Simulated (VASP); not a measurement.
# HfB3N: relaxation of cell and atoms with PBE

Crystal: HfB3N.

```
Hf B N
1.0
     3.14057    1.81321    1.46644
    -3.14057    1.81321    1.46644
     0.00000   -3.62642    1.46644
Hf B N
1 3 1
Cartesian
  0.0000 0.0000 0.0000
  -0.7625 1.3206 2.1997
  -0.7625 -1.3206 2.1997
  1.5249 0.0000 2.1997
  0.0000 0.0000 2.1997
```

The cell was built from a structure type or drawn by symmetry, and may not be a known phase.

```
Program                : VASP 6.6.1
Task                   : relaxation of cell and atoms
Functional             : PBE
Potentials or basis    : VASP PAW PBE potentials, release 64 (Hf_pv, B, N)
Cutoff                 : 600 eV
k mesh                 : 12 × 12 × 12
Occupations            : gaussian, width 0.1 eV
Spin                   : no spin polarisation
Dipole correction      : no
Further INCAR settings : ALGO = Normal; EDIFF = 1e-07; IBRION = 2; EDIFFG = -0.01; NSW = 100; ISIF = 3
```

| Item | Value |
| --- | --- |
| Relaxed volume | 10.00 Å³/atom |
| Relaxed cell | a = 3.913 Å, b = 3.913 Å, c = 3.913 Å, α = 106.92°, β = 106.92°, γ = 106.92° |
| Space group after relaxing (to 0.1 Å) | R32 (No. 155) |
| Energy gained by relaxing | 0.3 meV/atom |
| Ionic steps | 6 |
| Pressure after relaxing | 0.0 GPa |
| Largest force after relaxing | 0.004 eV/Å |
| Band gap on the k mesh | zero (bands 12 and 13 overlap by 1.07 eV) |

Forces on the atoms (eV/Å):
```
Hf   0.000  0.000  0.000
B   -0.002  0.004  0.000
B   -0.002 -0.004  0.000
B    0.004  0.000  0.000
N    0.000  0.000  0.000
```

Step by step:
```
step  energy change (eV)  largest force (eV/Å)  pressure (GPa)  volume (Å³)
   1              0.0000                0.0546           -0.64        50.10
   2             -0.0007                0.0638            0.75        49.82
   3             -0.0013                0.0168            0.20        49.93
   4             -0.0014                0.0121           -0.03        49.99
   5             -0.0014                0.0117           -0.05        50.00
   6             -0.0014                0.0044            0.01        49.99
```

Final structure:
```
Hf B N
1.0
     3.14368    1.81500    1.46013
    -3.14368    1.81500    1.46013
     0.00000   -3.63001    1.46013
Hf B N
1 3 1
Direct
  0.00000 0.00000 0.00000
  0.50000 0.74283 0.25717
  0.25717 0.50000 0.74283
  0.74283 0.25717 0.50000
  0.50000 0.50000 0.50000
```

Levels at points of the mesh, in eV from the Fermi level:
```tsv
k point	band 9	band 10	band 11	band 12	band 13	band 14	band 15	band 16
(0.00, 0.00, 0.00)	-5.34	-4.59	-2.49	-2.49	2.64	2.64	3.06	4.58
(0.50, 0.00, 0.00)	-5.48	-2.79	-0.84	-0.37	0.51	1.57	2.45	3.49
(0.50, 0.50, 0.00)	-5.54	-2.20	-2.10	0.18	0.98	1.95	3.37	3.57
(0.50, 0.50, 0.50)	-6.18	-1.45	-0.39	-0.39	1.53	3.66	3.66	5.01
```

Run time: 13 min on 1 thread of Intel Xeon 8259CL, on a shared host, peak memory 0.35 GiB.

Caveat: spin-orbit coupling is left out, which moves the levels of the heavy elements.
